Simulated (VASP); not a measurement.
# Ho3PRu (Pm-3m) in VASP: a series of runs

Ho3PRu is run at these levels: PBE; tasks: single point, relaxation of cell and atoms.

Program: VASP 6.6.1. These are calculated values, not measurements. Logs are shortened: lines on timing, memory, paths and dates and some standing lists are left out, and cuts for length are marked.

### 1 The cell of the first run

Symmetry: Pm-3m, No. 221, cubic system. The conventional cell has a = 5.117 Å, b = 5.117 Å, c = 5.117 Å, α = 90.00°, β = 90.00°, γ = 90.00°. Within 3.4 Å of Ho (site symmetry 4/mmm) lie 2 P at 2.56 Å. P (site symmetry m-3m) has 6 Ho at 2.56 Å within 3.4 Å. Within 4.8 Å of Ru (site symmetry m-3m) lie 12 Ho at 3.62 Å and 8 P at 4.43 Å.

The cell was built from a structure type or drawn by symmetry, and may not be a known phase.

### 2 Single point, PBE, collinear spin, ferromagnetic start

INCAR reads:

```
SYSTEM = Ho3PRu
  PREC = Accurate
  ENCUT = 500
  EDIFF = 1E-6
  ISMEAR = 0
  SIGMA = 0.1
  LREAL = .False.
  LASPH = .True.
  NELM = 200
  ALGO = Normal
  ISIF = 2
  LWAVE = .False.
  LCHARG = .False.
  ISPIN = 2
  MAGMOM = 0 0 0 0 1
  LORBIT = 11
  LMAXMIX = 6
  GGA = PE
  NBANDS = 35
  GGA_COMPAT = .False.
```

KPOINTS reads:

```
regular mesh
0
Gamma
  4 4 4
  0 0 0
```

POSCAR reads:

```
Ho3PRu
1.0
    5.1165521128      0.0000000000      0.0000000000
    0.0000000000      5.1165521128      0.0000000000
    0.0000000000      0.0000000000      5.1165521128
Ho P Ru
3 1 1
Direct
    0.0000000000      0.5000000000      0.5000000000
    0.5000000000      0.0000000000      0.5000000000
    0.5000000000      0.5000000000      0.0000000000
    0.5000000000      0.5000000000      0.5000000000
    0.0000000000      0.0000000000      0.0000000000
```

Potentials or basis: VASP PAW PBE potentials, release 64 (Ho_3, P, Ru_pv), 4f in core.

Started as:

```sh
$ cat potpaw_PBE.64/Ho_3/POTCAR potpaw_PBE.64/P/POTCAR potpaw_PBE.64/Ru_pv/POTCAR > POTCAR
$ mpirun -np 1 vasp_std > vasp.out
```

OUTCAR:

```text
SYSTEM = Ho3PRu
   PREC = Accurate
   ENCUT = 500
   EDIFF = 1E-6
   ISMEAR = 0
   LREAL = .False.
   LASPH = .True.
   NELM = 200
   ISIF = 2
   ISPIN = 2
   LORBIT = 11
   GGA = PE

 ion  position               nearest neighbor table
   1  0.000  0.500  0.500-   4 2.56   4 2.56   2 3.62   3 3.62   2 3.62   2 3.62   3 3.62   3 3.62
                             3 3.62   2 3.62
   2  0.500  0.000  0.500-   4 2.56   4 2.56   1 3.62   3 3.62   1 3.62   3 3.62   3 3.62   3 3.62
                             1 3.62   1 3.62
   3  0.500  0.500  0.000-   4 2.56   4 2.56   1 3.62   1 3.62   2 3.62   2 3.62   2 3.62   2 3.62
                             1 3.62   1 3.62
   4  0.500  0.500  0.500-   1 2.56   2 2.56   3 2.56   3 2.56   2 2.56   1 2.56
   5  0.000  0.000  0.000-

  LATTYP: Found a simple cubic cell.
 ALAT       =     5.1165521128

  Lattice vectors:

 A1 = (   5.1165521128,   0.0000000000,   0.0000000000)
 A2 = (   0.0000000000,   5.1165521128,   0.0000000000)
 A3 = (   0.0000000000,   0.0000000000,   5.1165521128)

Analysis of symmetry for initial positions (statically):
=====================================================================
 Subroutine PRICEL returns:
 Original cell was already a primitive cell.

 Routine SETGRP: Setting up the symmetry group for a
 simple cubic supercell.

 Subroutine GETGRP returns: Found 48 space group operations
 (whereof 48 operations were pure point group operations)
 out of a pool of 48 trial point group operations.

The static configuration has the point symmetry O_h .

Analysis of symmetry for dynamics (positions and initial velocities):
=====================================================================
 Subroutine PRICEL returns:
 Original cell was already a primitive cell.

 Routine SETGRP: Setting up the symmetry group for a
 simple cubic supercell.

 Subroutine GETGRP returns: Found 48 space group operations
 (whereof 48 operations were pure point group operations)
 out of a pool of 48 trial point group operations.

The dynamic configuration has the point symmetry O_h .

Analysis of structural, dynamic, and magnetic symmetry:
=====================================================================
 Subroutine PRICEL returns:
 Original cell was already a primitive cell.

 Routine SETGRP: Setting up the symmetry group for a
 simple cubic supercell.

 Subroutine GETGRP returns: Found 48 space group operations
 (whereof 48 operations were pure point group operations)
 out of a pool of 48 trial point group operations.

The overall configuration has the point symmetry O_h .

 Subroutine INISYM returns: Found 48 space group operations
 (whereof 48 operations are pure point group operations),
 and found     1 'primitive' translations

----------------------------------------------------------------------------------------

                                     Primitive cell

  volume of cell :     133.9468

  direct lattice vectors                    reciprocal lattice vectors
     5.116552113  0.000000000  0.000000000     0.195444115  0.000000000  0.000000000
     0.000000000  5.116552113  0.000000000     0.000000000  0.195444115  0.000000000
     0.000000000  0.000000000  5.116552113     0.000000000  0.000000000  0.195444115

  length of vectors
     5.116552113  5.116552113  5.116552113     0.195444115  0.195444115  0.195444115

  position of ions in fractional coordinates (direct lattice)
     0.000000000  0.500000000  0.500000000
     0.500000000  0.000000000  0.500000000
     0.500000000  0.500000000  0.000000000
     0.500000000  0.500000000  0.500000000
     0.000000000  0.000000000  0.000000000

  ion indices of the primitive-cell ions
   primitive index   ion index
                 1           1
                 2           2
                 3           3
                 4           4
                 5           5

----------------------------------------------------------------------------------------

 KPOINTS: regular mesh

[... 26 lines left out ...]
  0.500000  0.000000  0.000000      3.000000
  0.250000  0.250000  0.000000     12.000000
  0.500000  0.250000  0.000000     12.000000
  0.500000  0.500000  0.000000      3.000000
  0.250000  0.250000  0.250000      8.000000
  0.500000  0.250000  0.250000     12.000000
  0.500000  0.500000  0.250000      6.000000
  0.500000  0.500000  0.500000      1.000000
   k-points           NKPTS =     10   k-points in BZ     NKDIM =     10   number of bands    NBANDS=     35
   number of dos      NEDOS =    301   number of ions     NIONS =      5
   total plane-waves  NPLWV =  64000
   dimension x,y,z NGX =    40 NGY =   40 NGZ =   40
   dimension x,y,z NGXF=    80 NGYF=   80 NGZF=   80
   ions per type =               3   1   1
   NGX,Y,Z   is equivalent  to a cutoff of  13.00, 13.00, 13.00 a.u.
   NGXF,Y,Z  is equivalent  to a cutoff of  25.99, 25.99, 25.99 a.u.
 SYSTEM =  Ho3PRu
   PREC   = accura    normal or accurate (medium, high low for compatibility)
   ISTART =      0    job   : 0-new  1-cont  2-samecut
   ICHARG =      2    charge: 1-file 2-atom 10-const
   ISPIN  =      2    spin polarized calculation?
   LNONCOLLINEAR =      F non collinear calculations
   LSORBIT =      F    spin-orbit coupling
   LASPH  =      T    aspherical Exc in radial PAW
   ENCUT  =  500.0 eV  36.75 Ry    6.06 a.u.   9.33  9.33  9.33*2*pi/ulx,y,z
   NELM   =    200;   NELMIN=  2; NELMDL= -5     # of ELM steps
   EDIFF  = 0.1E-05   stopping-criterion for ELM
   LREAL  =      F    real-space projection
   EDIFFG = 0.1E-04   stopping-criterion for IOM
   NSW    =      0    number of steps for IOM
   IBRION =     -1    ionic relax: 0-MD 1-quasi-New 2-CG
   NFREE  =      0    steps in history (QN), initial steepest desc. (CG)
   ISIF   =      2    stress and relaxation
   ISYM   =      2    0-nonsym 1-usesym 2-fastsym
   POTIM  = 0.5000    time-step for ionic-motion
   TEBEG  =    0.0;   TEEND  =   0.0 temperature during run
   PSTRESS=    0.0 pullay stress
   NELECT =      46.0000    total number of electrons
   NUPDOWN=      -1.0000    fix difference up-down
   EMIN   =  10.00;   EMAX   =-10.00  energy-range for DOS
   EFERMI =   0.00;   METHOD = LEGACY
   ISMEAR =     0;   SIGMA  =   0.10  broadening in eV -4-tet -1-fermi 0-gaus
   EFERMI_NEDOS =   21; number of points for ismear=-14 and -15
   IALGO  =     38    algorithm
   IMIX   =      4    mixing-type and parameters
     AMIX     =   0.40;   BMIX     =  1.00
     AMIX_MAG =   1.60;   BMIX_MAG =  1.00
  volume/ion in A,a.u.               =      26.79       180.78
  Fermi-wavevector in a.u.,A,eV,Ry     =   1.146437  2.166451 17.882367  1.314317
  Thomas-Fermi vector in A             =   2.283121
   LORBIT       =     11    0 simple, 1 ext, 2 COOP (PROOUT), +10 PAW based schemes
   GGA     = PE    functional components
   LHFCALC =     F    Hartree Fock is set to
   AEXX    =    0.0000 exact exchange contribution
   IVDW    =     0    specifies the selected vdW correction
   LEPSILON=     F    determine dielectric tensor
   LRPA    =     F    only Hartree local field effects (RPA)
 spin polarized calculation
 Gauss-broadening in eV      SIGMA  =   0.10
  energy-cutoff  :      500.00
  volume of cell :      133.95
 maximum number of plane-waves:      3448
 NGX is ok and might be reduce to    40
   NGX = 19   NGY = 19   NGZ = 19

 number of electron      46.0000007 magnetization      -0.0001243

 number of electron      46.0000007 magnetization       0.0002234

 Free energy of the ion-electron system (eV)
  ---------------------------------------------------
  ext. energy  EPLUGINS =         0.00000000
  ---------------------------------------------------
  free energy    TOTEN  =       -28.24275422 eV

  energy without entropy =      -28.21022815  energy(sigma->0) =      -28.22649119

 E-fermi :   3.6926     XC(G=0):  -9.9939

 val. band max:        3.6734902040   @ k =   0.2500   0.2500   0.0000
 cond. band min:       3.7282630570   @ k =   0.2500   0.0000   0.0000
 fundamental gap:      0.0547728529
 Fermi energy:         3.6925729153

 spin component 1

 k-point     1 :       0.0000    0.0000    0.0000
  band No.  band energies     occupation
      1     -37.7392      1.00000
      2     -37.7392      1.00000
      3     -37.7392      1.00000
      4     -20.5034      1.00000
      5     -20.5034      1.00000
      6     -20.5034      1.00000
[... 369 lines left out ...]
     34       9.3655      0.00000
     35       9.3655      0.00000
 Fermi energy:         3.6925729153

 spin component 2

 k-point     1 :       0.0000    0.0000    0.0000
  band No.  band energies     occupation
      1     -37.7397      1.00000
      2     -37.7397      1.00000
      3     -37.7397      1.00000
      4     -20.5034      1.00000
      5     -20.5034      1.00000
      6     -20.5034      1.00000
[... 369 lines left out ...]
     34       9.3656      0.00000
     35       9.3656      0.00000

------------------------ aborting loop because EDIFF is reached ----------------------------------------

  FORCE on cell =-STRESS in cart. coord.  units (eV):
  Direction    XX          YY          ZZ          XY          YZ          ZX
  --------------------------------------------------------------------------------------
  -------------------------------------------------------------------------------------
  Total        0.2028349      0.2028349      0.2028349      0.0000000      0.0000000     -0.0000000
  in kB        2.4261694      2.4261694      2.4261694      0.0000000      0.0000000     -0.0000000
  external PRESSURE =       2.4261694 kB  Pullay stress =       0.0000000 kB

 VOLUME and BASIS-vectors are now :
 -----------------------------------------------------------------------------
  energy-cutoff  :      500.00
  volume of cell :      133.95
      direct lattice vectors                 reciprocal lattice vectors
     5.116552113  0.000000000  0.000000000     0.195444115  0.000000000  0.000000000
     0.000000000  5.116552113  0.000000000     0.000000000  0.195444115  0.000000000
     0.000000000  0.000000000  5.116552113     0.000000000  0.000000000  0.195444115

 POSITION                                       TOTAL-FORCE (eV/Angst)
 -----------------------------------------------------------------------------------
      0.00000      2.55828      2.55828         0.000000      0.000000      0.000000
      2.55828      0.00000      2.55828         0.000000      0.000000      0.000000
      2.55828      2.55828      0.00000         0.000000      0.000000      0.000000
      2.55828      2.55828      2.55828         0.000000      0.000000      0.000000
      0.00000      0.00000      0.00000         0.000000      0.000000      0.000000
 -----------------------------------------------------------------------------------
    total drift:                               -0.000000     -0.000000     -0.000000

  FREE ENERGIE OF THE ION-ELECTRON SYSTEM (eV)
  ---------------------------------------------------
  free  energy   TOTEN  =       -28.2427542237 eV

  energy  without entropy=      -28.2102281546  energy(sigma->0) =      -28.22649119

 total charge

# of ion       s       p       d       tot
------------------------------------------
    1        0.383   6.660   1.173   8.216
    2        0.383   6.660   1.173   8.216
    3        0.383   6.660   1.173   8.216
    4        1.049   1.706   0.000   2.754
    5        0.283   6.031   5.962  12.276
--------------------------------------------------
tot          2.480  27.717   9.481  39.678

 magnetization (x)

# of ion       s       p       d       tot
------------------------------------------
    1        0.000   0.000   0.000   0.000
    2        0.000   0.000   0.000   0.000
    3        0.000   0.000   0.000   0.000
    4       -0.000   0.000   0.000   0.000
    5        0.000   0.000  -0.001  -0.000
--------------------------------------------------
tot          0.000   0.000  -0.000  -0.000
```

It took 96 s on 1 thread of Intel Xeon 6975P-C (Granite Rapids), shared host; peak memory 0.32 GiB.

What came out:

| Quantity | Value |
| --- | --- |
| Free energy | -28.2428 eV |
| Pressure | 0.2 GPa |
| Band gap on the k mesh | zero (filled and empty bands overlap) |
| Net moment | 0.00 μB per cell |
| Valence electrons inside the program's atomic spheres | Ho 8.22; P 2.75; Ru 12.28 |

Levels at points of the mesh, in eV from the Fermi level:
Spin up:
```
           k point  band 21  band 22  band 23  band 24  band 25  band 26
(0.00, 0.00, 0.00)    -1.36    -1.36     0.29     0.29     0.29     1.49
(0.50, 0.00, 0.00)    -0.42    -0.29    -0.29    -0.17     0.05     0.05
(0.50, 0.50, 0.00)    -0.57    -0.40    -0.40    -0.20     0.55     1.44
(0.50, 0.50, 0.50)    -0.32    -0.32     0.72     0.72     0.72     1.90
```
Spin down:
| k point | band 20 | band 21 | band 22 | band 23 | band 24 | band 25 | band 26 | band 27 |
| --- | --- | --- | --- | --- | --- | --- | --- | --- |
| (0.00, 0.00, 0.00) | -1.36 | -1.36 | -1.36 | 0.29 | 0.29 | 0.29 | 1.48 | 1.48 |
| (0.50, 0.00, 0.00) | -0.76 | -0.42 | -0.29 | -0.29 | -0.17 | 0.05 | 0.05 | 2.05 |
| (0.50, 0.50, 0.00) | -0.73 | -0.57 | -0.40 | -0.40 | -0.20 | 0.55 | 1.44 | 1.44 |
| (0.50, 0.50, 0.50) | -0.93 | -0.32 | -0.32 | 0.72 | 0.72 | 0.72 | 1.90 | 1.90 |

Caveat: the magnetic or orbital state may not be the lowest; spin-orbit coupling is left out, which moves the levels of the heavy elements; the 4f electrons are frozen in the core, so they carry no moment and show no levels. The state reached can hang on the start; a lower one may exist.

### 3 Relaxation of cell and atoms, PBE

INCAR reads:

```
SYSTEM = Ho3PRu
PREC = Accurate
ENCUT = 500
EDIFF = 1E-7
ISMEAR = 0
SIGMA = 0.1
LREAL = .FALSE.
LASPH = .TRUE.
NELM = 200
ALGO = Normal
ISIF = 3
LWAVE = .FALSE.
LCHARG = .FALSE.
GGA = PE
IBRION = 2
NSW = 100
EDIFFG = -0.01
GGA_COMPAT = .FALSE.
NELMIN = 4
LMAXMIX = 6
```

KPOINTS reads:

```
Automatic mesh
0
G
  8 8 8
  0 0 0
```

POSCAR is that of step 2.

Potentials or basis: VASP PAW PBE potentials, release 64 (Ho_3, P, Ru_pv), 4f in core.

Started as:

```sh
$ cat potpaw_PBE.64/Ho_3/POTCAR potpaw_PBE.64/P/POTCAR potpaw_PBE.64/Ru_pv/POTCAR > POTCAR
$ mpirun -np 1 vasp_std > vasp.out
```

OUTCAR:

```text
SYSTEM = Ho3PRu
   PREC = Accurate
   ENCUT = 500
   EDIFF = 1E-7
   ISMEAR = 0
   LREAL = .FALSE.
   LASPH = .TRUE.
   NELM = 200
   ISIF = 3
   GGA = PE
   IBRION = 2
   NSW = 100
   EDIFFG = -0.01
   NELMIN = 4

 ion  position               nearest neighbor table
   1  0.000  0.500  0.500-   4 2.56   4 2.56   2 3.62   3 3.62   2 3.62   2 3.62   3 3.62   3 3.62
                             3 3.62   2 3.62
   2  0.500  0.000  0.500-   4 2.56   4 2.56   1 3.62   3 3.62   1 3.62   3 3.62   3 3.62   3 3.62
                             1 3.62   1 3.62
   3  0.500  0.500  0.000-   4 2.56   4 2.56   1 3.62   1 3.62   2 3.62   2 3.62   2 3.62   2 3.62
                             1 3.62   1 3.62
   4  0.500  0.500  0.500-   1 2.56   2 2.56   3 2.56   3 2.56   2 2.56   1 2.56
   5  0.000  0.000  0.000-

  LATTYP: Found a simple cubic cell.
 ALAT       =     5.1165521128

  Lattice vectors:

[... 271 lines left out ...]

  energy without entropy =      -28.22017771  energy(sigma->0) =      -28.23055474

 E-fermi :   3.6928     XC(G=0):  -9.9779

 val. band max:        3.6888393925   @ k =   0.2500   0.0000   0.0000
 cond. band min:       3.7123490022   @ k =   0.5000   0.0000   0.0000
 fundamental gap:      0.0235096097
 Fermi energy:         3.6928353160

 k-point     1 :       0.0000    0.0000    0.0000
  band No.  band energies     occupation
      1     -37.8180      2.00000
      2     -37.8180      2.00000
      3     -37.8180      2.00000
      4     -20.5442      2.00000
      5     -20.5442      2.00000
      6     -20.5442      2.00000
[... 709 lines left out ...]
     26       4.8997      0.00000
     27       5.2642      0.00000

 [... further k-points ...]

------------------------ aborting loop because EDIFF is reached ----------------------------------------

  FORCE on cell =-STRESS in cart. coord.  units (eV):
  Direction    XX          YY          ZZ          XY          YZ          ZX
  --------------------------------------------------------------------------------------
  -------------------------------------------------------------------------------------
  Total        0.0014784      0.0014784      0.0014784      0.0000000      0.0000000      0.0000000
  in kB        0.0176067      0.0176067      0.0176067      0.0000000      0.0000000      0.0000000
  external PRESSURE =       0.0176067 kB  Pullay stress =       0.0000000 kB
[... 20 lines left out ...]
  FREE ENERGIE OF THE ION-ELECTRON SYSTEM (eV)
  ---------------------------------------------------
  free  energy   TOTEN  =       -28.2409317662 eV

  energy  without entropy=      -28.2201777081  energy(sigma->0) =      -28.23055474

 reached required accuracy - stopping structural energy minimisation
```

OSZICAR:

```text
N       E                     dE             d eps       ncg     rms          rms(c)
DAV:   1     0.495799019625E+03    0.49580E+03   -0.19831E+04  2234   0.156E+03
DAV:   2     0.190446298289E+02   -0.47675E+03   -0.47165E+03  2878   0.798E+02
DAV:   3    -0.256299022648E+02   -0.44675E+02   -0.42850E+02  3321   0.200E+02
[... 37 lines left out ...]
DAV:   6    -0.282409324382E+02   -0.80718E-06   -0.82029E-05  3161   0.608E-02    0.364E-02
DAV:   7    -0.282409321011E+02    0.33716E-06   -0.97440E-06  3093   0.178E-02    0.175E-02
DAV:   8    -0.282409319292E+02    0.17185E-06   -0.62216E-06  3072   0.992E-03    0.182E-03
DAV:   9    -0.282409318263E+02    0.10290E-06   -0.10768E-07  1313   0.358E-03    0.901E-04
DAV:  10    -0.282409317662E+02    0.60153E-07   -0.53731E-08  1251   0.340E-03
   3 F= -.28240932E+02 E0= -.28230555E+02  d E =-.551122E-03
```

Run time: 3.7 min. Hardware: 1 thread of Intel Xeon 6975P-C (Granite Rapids), shared host; peak memory 0.31 GiB.

What came out:

```yaml
Free_energy: -28.2409 eV
Relaxed_volume: 26.91 Å³/atom
Relaxed_cell: a = 5.124 Å, b = 5.124 Å, c = 5.124 Å, α = 90.00°, β = 90.00°, γ = 90.00°
Space_group_after_relaxing_to_0.1_Å: Pm-3m (No. 221)
Energy_gained_by_relaxing: 0.1 meV/atom
Ionic_steps: 3
Pressure_after_relaxing: 0.0 GPa
Band_gap_on_the_k_mesh: zero (bands 23 and 24 overlap by 0.96 eV)
```

Step by step:
```tsv
step	energy change (eV)	largest force (eV/Å)	pressure (GPa)	volume (Å³)
1	0.0000	0.0000	0.30	133.95
2	-0.0003	0.0000	-0.21	134.93
3	-0.0006	0.0000	0.00	134.53
```

Final structure:
```yaml
crystal:
  lattice:
    - [5.12395, 0.00000, 0.00000]
    - [0.00000, 5.12395, 0.00000]
    - [0.00000, 0.00000, 5.12395]
  atoms:
    - { symbol: Ho, position: [0.00000, 0.50000, 0.50000] }
    - { symbol: Ho, position: [0.50000, 0.00000, 0.50000] }
    - { symbol: Ho, position: [0.50000, 0.50000, 0.00000] }
    - { symbol: P, position: [0.50000, 0.50000, 0.50000] }
    - { symbol: Ru, position: [0.00000, 0.00000, 0.00000] }
```

Levels at points of the mesh, in eV from the Fermi level:
```tsv
k point	band 19	band 20	band 21	band 22	band 23	band 24	band 25	band 26	band 27
(0.00, 0.00, 0.00)	-1.66	-1.39	-1.39	-1.39	0.24	0.24	0.24	1.43	1.43
(0.50, 0.00, 0.00)	-1.08	-0.80	-0.44	-0.35	-0.35	-0.23	0.02	0.02	2.02
(0.50, 0.50, 0.00)	-0.77	-0.77	-0.62	-0.42	-0.42	-0.26	0.53	1.40	1.40
(0.50, 0.50, 0.50)	-0.98	-0.98	-0.38	-0.38	0.69	0.69	0.69	1.87	1.87
```

Caveat: spin-orbit coupling is left out, which moves the levels of the heavy elements; the 4f electrons are frozen in the core, so they carry no moment and show no levels. Spin polarisation is off, so any magnetic state and its effect on volume and gap are missing.
